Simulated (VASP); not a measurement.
# Al2Pt (Fm-3m) in VASP: a series of runs

Runs on Al2Pt. Level: PBEsol. Tasks: single point, relaxation of cell and atoms.

Everything below comes from runs of VASP 6.6.1. Logs are shortened: lines on timing, memory, paths and dates and some standing lists are left out, and cuts for length are marked.

## 1. The cell of the first run

Symmetry: Fm-3m, No. 225, cubic system. The conventional cell has a = 5.897 Å, b = 5.897 Å, c = 5.897 Å, α = 90.00°, β = 90.00°, γ = 90.00°. Within 3.4 Å of Al (site symmetry -43m) lie 4 Pt at 2.55 Å and 6 Al at 2.95 Å. Pt (site symmetry m-3m) has 8 Al at 2.55 Å within 3.4 Å.

## 2. Single point, PBEsol

INCAR reads:

```
SYSTEM = Al2Pt
ALGO     = Normal         ! electronic algorithm
EDIFF    = 1E-6           ! SCF threshold, eV
ENCUT    = 500            ! plane-wave cutoff, eV
GGA      = PS             ! functional
GGA_COMPAT= .False.      
ISIF     = 2              ! what is computed and relaxed
ISMEAR   = 0              ! smearing method
LASPH    = .True.         ! aspherical terms in the spheres
LCHARG   = .False.        ! write CHGCAR
LREAL    = .False.        ! projectors in reciprocal space
LWAVE    = .False.        ! write WAVECAR
NBANDS   = 15             ! bands
NELM     = 120            ! most SCF steps
PREC     = Accurate       ! precision mode
SIGMA    = 0.1            ! smearing width, eV
```

KPOINTS reads:

```
k-points
0
Gamma
  12 12 12
  0 0 0
```

POSCAR reads:

```
Al2Pt
1.0
    0.0000000000      2.9482626880      2.9482626880
    2.9482626880      0.0000000000      2.9482626880
    2.9482626880      2.9482626880      0.0000000000
Al Pt
2 1
Direct
    0.2500000000      0.2500000000      0.2500000000
    0.7500000000      0.7500000000      0.7500000000
    0.0000000000      0.0000000000      0.0000000000
```

Potentials or basis: VASP PAW PBE potentials, release 64 (Al, Pt).

Run with:

```sh
$ cat potpaw_PBE.64/Al/POTCAR potpaw_PBE.64/Pt/POTCAR > POTCAR
$ mpirun -np 1 vasp_std > vasp.out
```

OUTCAR:

```text
SYSTEM = Al2Pt
   EDIFF = 1E-6
   ENCUT = 500
   GGA = PS
   ISIF = 2
   ISMEAR = 0
   LASPH = .True.
   LREAL = .False.
   NELM = 120
   PREC = Accurate

 ion  position               nearest neighbor table
   1  0.250  0.250  0.250-   3 2.55   3 2.55   3 2.55   3 2.55   2 2.95   2 2.95   2 2.95   2 2.95
                             2 2.95   2 2.95
   2  0.750  0.750  0.750-   3 2.55   3 2.55   3 2.55   3 2.55   1 2.95   1 2.95   1 2.95   1 2.95
                             1 2.95   1 2.95
   3  0.000  0.000  0.000-   2 2.55   2 2.55   2 2.55   1 2.55   2 2.55   1 2.55   1 2.55   1 2.55

  LATTYP: Found a face centered cubic cell.
 ALAT       =     5.8965253760

  Lattice vectors:

 A1 = (   0.0000000000,   2.9482626880,   2.9482626880)
 A2 = (   2.9482626880,   0.0000000000,   2.9482626880)
 A3 = (   2.9482626880,   2.9482626880,   0.0000000000)

Analysis of symmetry for initial positions (statically):
=====================================================================
 Subroutine PRICEL returns:
 Original cell was already a primitive cell.

 Routine SETGRP: Setting up the symmetry group for a
 face centered cubic supercell.

 Subroutine GETGRP returns: Found 48 space group operations
 (whereof 48 operations were pure point group operations)
 out of a pool of 48 trial point group operations.

The static configuration has the point symmetry O_h .

Analysis of symmetry for dynamics (positions and initial velocities):
=====================================================================
 Subroutine PRICEL returns:
 Original cell was already a primitive cell.

 Routine SETGRP: Setting up the symmetry group for a
 face centered cubic supercell.

 Subroutine GETGRP returns: Found 48 space group operations
 (whereof 48 operations were pure point group operations)
 out of a pool of 48 trial point group operations.

The dynamic configuration has the point symmetry O_h .

 Subroutine INISYM returns: Found 48 space group operations
 (whereof 48 operations are pure point group operations),
 and found     1 'primitive' translations

----------------------------------------------------------------------------------------

                                     Primitive cell

  volume of cell :      51.2541

  direct lattice vectors                    reciprocal lattice vectors
     0.000000000  2.948262688  2.948262688    -0.169591401  0.169591401  0.169591401
     2.948262688  0.000000000  2.948262688     0.169591401 -0.169591401  0.169591401
     2.948262688  2.948262688  0.000000000     0.169591401  0.169591401 -0.169591401

  length of vectors
     4.169473079  4.169473079  4.169473079     0.293740923  0.293740923  0.293740923

  position of ions in fractional coordinates (direct lattice)
     0.250000000  0.250000000  0.250000000
     0.750000000  0.750000000  0.750000000
     0.000000000  0.000000000  0.000000000

  ion indices of the primitive-cell ions
   primitive index   ion index
                 1           1
                 2           2
                 3           3

----------------------------------------------------------------------------------------

 KPOINTS: k-points

Automatic generation of k-mesh.
 Grid dimensions read from file:
 generate k-points for:   12   12   12

 Generating k-lattice:

  Cartesian coordinates                     Fractional coordinates (reciprocal lattice)
    -0.014132617  0.014132617  0.014132617     0.083333333  0.000000000  0.000000000
     0.014132617 -0.014132617  0.014132617     0.000000000  0.083333333  0.000000000
     0.014132617  0.014132617 -0.014132617     0.000000000  0.000000000  0.083333333

  Length of vectors
     0.024478410  0.024478410  0.024478410

  Shift w.r.t. Gamma in fractional coordinates (k-lattice)
     0.000000000  0.000000000  0.000000000

 Subroutine IBZKPT returns following result:
 ===========================================

 Found     72 irreducible k-points:

 Following reciprocal coordinates:
            Coordinates               Weight
  0.000000  0.000000  0.000000      1.000000
  0.083333  0.000000  0.000000      8.000000
  0.166667  0.000000  0.000000      8.000000
  0.250000  0.000000  0.000000      8.000000
  0.333333  0.000000  0.000000      8.000000
  0.416667  0.000000  0.000000      8.000000
[... 16 lines left out ...]
  0.500000  0.166667  0.000000     24.000000
 -0.416667  0.166667  0.000000     24.000000
 [... further k-points ...]
   k-points           NKPTS =     72   k-points in BZ     NKDIM =     72   number of bands    NBANDS=     15
   number of dos      NEDOS =    301   number of ions     NIONS =      3
   total plane-waves  NPLWV =  27000
   dimension x,y,z NGX =    30 NGY =   30 NGZ =   30
   dimension x,y,z NGXF=    60 NGYF=   60 NGZF=   60
   ions per type =               2   1
   NGX,Y,Z   is equivalent  to a cutoff of  11.96, 11.96, 11.96 a.u.
   NGXF,Y,Z  is equivalent  to a cutoff of  23.92, 23.92, 23.92 a.u.
 SYSTEM =  Al2Pt
   PREC   = accura    normal or accurate (medium, high low for compatibility)
   ISTART =      0    job   : 0-new  1-cont  2-samecut
   ICHARG =      2    charge: 1-file 2-atom 10-const
   ISPIN  =      1    spin polarized calculation?
   LNONCOLLINEAR =      F non collinear calculations
   LSORBIT =      F    spin-orbit coupling
   LASPH  =      T    aspherical Exc in radial PAW
   ENCUT  =  500.0 eV  36.75 Ry    6.06 a.u.   7.60  7.60  7.60*2*pi/ulx,y,z
   NELM   =    120;   NELMIN=  2; NELMDL= -5     # of ELM steps
   EDIFF  = 0.1E-05   stopping-criterion for ELM
   LREAL  =      F    real-space projection
   EDIFFG = 0.1E-04   stopping-criterion for IOM
   NSW    =      0    number of steps for IOM
   IBRION =     -1    ionic relax: 0-MD 1-quasi-New 2-CG
   NFREE  =      0    steps in history (QN), initial steepest desc. (CG)
   ISIF   =      2    stress and relaxation
   ISYM   =      2    0-nonsym 1-usesym 2-fastsym
   POTIM  = 0.5000    time-step for ionic-motion
   TEBEG  =    0.0;   TEEND  =   0.0 temperature during run
   PSTRESS=    0.0 pullay stress
   NELECT =      16.0000    total number of electrons
   NUPDOWN=      -1.0000    fix difference up-down
   EMIN   =  10.00;   EMAX   =-10.00  energy-range for DOS
   EFERMI =   0.00;   METHOD = LEGACY
   ISMEAR =     0;   SIGMA  =   0.10  broadening in eV -4-tet -1-fermi 0-gaus
   EFERMI_NEDOS =   21; number of points for ismear=-14 and -15
   IALGO  =     38    algorithm
   IMIX   =      4    mixing-type and parameters
     AMIX     =   0.40;   BMIX     =  1.00
     AMIX_MAG =   1.60;   BMIX_MAG =  1.00
  volume/ion in A,a.u.               =      17.08       115.29
  Fermi-wavevector in a.u.,A,eV,Ry     =   1.110551  2.098638 16.780396  1.233324
  Thomas-Fermi vector in A             =   2.247104
   LORBIT       =      0    0 simple, 1 ext, 2 COOP (PROOUT), +10 PAW based schemes
   GGA     = PS    functional components
   LHFCALC =     F    Hartree Fock is set to
   AEXX    =    0.0000 exact exchange contribution
   IVDW    =     0    specifies the selected vdW correction
   LEPSILON=     F    determine dielectric tensor
   LRPA    =     F    only Hartree local field effects (RPA)
 non-spin polarized calculation
 Gauss-broadening in eV      SIGMA  =   0.10
  energy-cutoff  :      500.00
  volume of cell :       51.25
 maximum number of plane-waves:      1319
   NGX = 15   NGY = 15   NGZ = 15

 number of electron      16.0000001 magnetization

 Free energy of the ion-electron system (eV)
  ---------------------------------------------------
  ext. energy  EPLUGINS =         0.00000000
  ---------------------------------------------------
  free energy    TOTEN  =       -17.76675915 eV

  energy without entropy =      -17.76090276  energy(sigma->0) =      -17.76383095

 E-fermi :   7.8952     XC(G=0): -10.8421

 val. band max:        7.8883078763   @ k =   0.3333   0.2500   0.0000
 cond. band min:       7.9241337372   @ k =  -0.4167   0.2500   0.0000
 fundamental gap:      0.0358258609
 Fermi energy:         7.8952436163

 k-point     1 :       0.0000    0.0000    0.0000
  band No.  band energies     occupation
      1      -2.4134      2.00000
      2       2.7766      2.00000
      3       2.7766      2.00000
      4       2.7766      2.00000
      5       4.1420      2.00000
      6       4.1420      2.00000
      7      10.9134      0.00000
      8      11.6697      0.00000
      9      11.6697      0.00000
     10      11.6697      0.00000
     11      13.3361      0.00000
     12      13.3361      0.00000
     13      13.3361      0.00000
     14      14.2248      0.00000
     15      14.2248      0.00000

 k-point     2 :       0.0833    0.0000    0.0000
  band No.  band energies     occupation
      1      -2.3170      2.00000
      2       2.7196      2.00000
      3       2.8092      2.00000
      4       2.8092      2.00000
      5       4.1301      2.00000
      6       4.1301      2.00000
      7      10.3701      0.00000
      8      11.1234      0.00000
      9      11.4011      0.00000
     10      11.4011      0.00000
     11      13.6413      0.00000
     12      13.6413      0.00000
     13      13.9147      0.00000
     14      14.0337      0.00000
     15      14.0337      0.00000

 k-point     3 :       0.1667    0.0000    0.0000
  band No.  band energies     occupation
      1      -2.0325      2.00000
      2       2.5672      2.00000
      3       2.8945      2.00000
      4       2.8945      2.00000
      5       4.1105      2.00000
      6       4.1105      2.00000
      7       8.6349      0.00000
      8      10.8220      0.00000
      9      10.8220      0.00000
     10      11.3851      0.00000
     11      13.6135      0.00000
     12      13.6745      0.00000
     13      13.6745      0.00000
     14      14.3349      0.00000
     15      14.3349      0.00000

 k-point     4 :       0.2500    0.0000    0.0000
  band No.  band energies     occupation
      1      -1.5761      2.00000
      2       2.3599      2.00000
      3       2.9948      2.00000
      4       2.9948      2.00000
      5       4.1238      2.00000
      6       4.1238      2.00000
      7       6.9692      2.00000
      8      10.1506      0.00000
      9      10.1506      0.00000
     10      11.6585      0.00000
     11      13.3152      0.00000
     12      13.3775      0.00000
     13      13.3775      0.00000
     14      15.2189      0.00000
     15      15.2189      0.00000
[... 307 lines left out ...]
 k-point    22 :       0.4167    0.1667    0.0000
  band No.  band energies     occupation
      1      -0.4347      2.00000
      2       1.9882      2.00000
      3       3.0773      2.00000
      4       3.2554      2.00000
      5       4.0382      2.00000
      6       4.4172      2.00000
      7       5.0313      2.00000
      8       8.2221      0.00000
      9       8.2765      0.00000
     10      11.3180      0.00000
     11      13.8200      0.00000
     12      14.0154      0.00000
     13      14.4302      0.00000
     14      14.8372      0.00000
     15      18.1592      0.00000

 k-point    23 :       0.5000    0.1667    0.0000
  band No.  band energies     occupation
      1       0.1371      2.00000
      2       1.8080      2.00000
      3       3.0164      2.00000
      4       3.2907      2.00000
      5       4.1168      2.00000
      6       4.3455      2.00000
      7       4.3845      2.00000
      8       7.7378      1.97405
      9       8.2144      0.00001
     10      11.3075      0.00000
     11      13.7301      0.00000
     12      14.1693      0.00000
     13      14.5176      0.00000
     14      15.5882      0.00000
     15      17.9312      0.00000

 k-point    24 :      -0.4167    0.1667    0.0000
  band No.  band energies     occupation
      1       0.2445      2.00000
      2       1.7826      2.00000
      3       2.9874      2.00000
      4       3.3073      2.00000
      5       3.9017      2.00000
      6       4.2381      2.00000
      7       4.6230      2.00000
      8       7.3837      2.00000
      9       8.5296      0.00000
     10      11.3775      0.00000
     11      13.5411      0.00000
     12      13.9281      0.00000
     13      14.8328      0.00000
     14      16.7279      0.00000
     15      17.0602      0.00000

 [... further k-points ...]

------------------------ aborting loop because EDIFF is reached ----------------------------------------

  FORCE on cell =-STRESS in cart. coord.  units (eV):
  Direction    XX          YY          ZZ          XY          YZ          ZX
  --------------------------------------------------------------------------------------
  -------------------------------------------------------------------------------------
  Total       -0.0119522     -0.0119522     -0.0119522      0.0000000      0.0000000      0.0000000
  in kB       -0.3736211     -0.3736211     -0.3736211      0.0000000      0.0000000      0.0000000
  external PRESSURE =      -0.3736211 kB  Pullay stress =       0.0000000 kB

 VOLUME and BASIS-vectors are now :
 -----------------------------------------------------------------------------
  energy-cutoff  :      500.00
  volume of cell :       51.25
      direct lattice vectors                 reciprocal lattice vectors
     0.000000000  2.948262688  2.948262688    -0.169591401  0.169591401  0.169591401
     2.948262688  0.000000000  2.948262688     0.169591401 -0.169591401  0.169591401
     2.948262688  2.948262688  0.000000000     0.169591401  0.169591401 -0.169591401

 POSITION                                       TOTAL-FORCE (eV/Angst)
 -----------------------------------------------------------------------------------
      1.47413      1.47413      1.47413         0.000000      0.000000      0.000000
      4.42239      4.42239      4.42239        -0.000000     -0.000000     -0.000000
      0.00000      0.00000      0.00000        -0.000000     -0.000000     -0.000000
 -----------------------------------------------------------------------------------
    total drift:                                0.000000     -0.000000     -0.000000

  FREE ENERGIE OF THE ION-ELECTRON SYSTEM (eV)
  ---------------------------------------------------
  free  energy   TOTEN  =       -17.7667591480 eV

  energy  without entropy=      -17.7609027602  energy(sigma->0) =      -17.76383095
```

It took 26 s on 1 thread of Intel Xeon Platinum 8488C (Sapphire Rapids), shared host; peak memory 0.2 GiB.

What came out:

```yaml
Free_energy: -17.7668 eV
Pressure: 0.0 GPa
Band_gap_on_the_k_mesh: zero (band 8 reaches 11.67 eV, above the bottom of band 9 at 6.25 eV)
```

Caveat: the PAW data sets were made with another functional, which shifts forces and pressure a little; spin-orbit coupling is left out, which moves the levels of the heavy elements.

## 3. Relaxation of cell and atoms, PBEsol

This run uses another cell than the first one, of 17.52 Å³/atom, 1.026 times its volume.

INCAR reads:

```
SYSTEM = Al2Pt
ALGO = Normal
EDIFF = 1E-7
EDIFFG = -0.005
ENCUT = 500
GGA = PS
GGA_COMPAT = .False.
IBRION = 2
ISIF = 3
ISMEAR = 0
LASPH = .True.
LCHARG = .False.
LREAL = .False.
LWAVE = .False.
NELM = 120
NELMIN = 4
NSW = 70
PREC = Accurate
SIGMA = 0.1
```

KPOINTS is that of step 2.

POSCAR reads:

```
Al2Pt
1.0
    0.0000000000      2.9732040976      2.9732040976
    2.9732040976      0.0000000000      2.9732040976
    2.9732040976      2.9732040976      0.0000000000
Al Pt
2 1
Direct
    0.2500000000      0.2500000000      0.2500000000
    0.7500000000      0.7500000000      0.7500000000
    0.0000000000      0.0000000000      0.0000000000
```

Potentials or basis: VASP PAW PBE potentials, release 64 (Al, Pt).

Run with:

```sh
$ cat potpaw_PBE.64/Al/POTCAR potpaw_PBE.64/Pt/POTCAR > POTCAR
$ mpirun -np 1 vasp_std > vasp.out
```

Run time: 49 s. Hardware: 1 thread of Intel Xeon Platinum 8488C (Sapphire Rapids), shared host; peak memory 0.21 GiB.

The run converged. Its results:

- Free energy: -17.7671 eV
- Relaxed volume: 17.08 Å³/atom
- Relaxed cell: a = 4.169 Å, b = 4.169 Å, c = 4.169 Å, α = 60.00°, β = 60.00°, γ = 60.00°
- Space group after relaxing (to 0.05 Å): Fm-3m (No. 225)
- Energy gained by relaxing: 4.8 meV/atom
- Ionic steps: 3
- Pressure after relaxing: 0.0 GPa
- Band gap on the k mesh: zero (band 8 reaches 11.67 eV, above the bottom of band 9 at 6.26 eV)

Step by step:
```tsv
step	energy change (eV)	largest force (eV/Å)	pressure (GPa)	volume (Å³)
1	0.0000	0.0000	-3.39	52.57
2	0.0039	0.0000	4.22	49.79
3	-0.0145	0.0000	-0.01	51.24
```

Final structure:
```cif
data_structure
_symmetry_space_group_name_H-M 'P 1'
_symmetry_Int_Tables_number 1
_cell_length_a 4.1690
_cell_length_b 4.1690
_cell_length_c 4.1690
_cell_angle_alpha 60.000
_cell_angle_beta 60.000
_cell_angle_gamma 60.000
_cell_volume 51.24
loop_
_atom_site_label
_atom_site_type_symbol
_atom_site_fract_x
_atom_site_fract_y
_atom_site_fract_z
_atom_site_occupancy
Al1 Al 0.25000 0.25000 0.25000 1
Al2 Al 0.75000 0.75000 0.75000 1
Pt1 Pt 0.00000 0.00000 0.00000 1
```

Levels at points of the mesh, in eV from the Fermi level:
```tsv
k point	band 6	band 7	band 8	band 9	band 10	band 11
(0.00, 0.00, 0.00)	-3.75	3.02	3.77	3.77	3.77	5.44
(0.50, 0.00, 0.00)	-3.53	-3.53	0.99	0.99	3.73	5.16
(0.50, 0.50, 0.00)	-3.48	-3.25	-1.64	-1.64	3.19	3.31
```

Caveat: the PAW data sets were made with another functional, which shifts forces and pressure a little; spin-orbit coupling is left out, which moves the levels of the heavy elements.
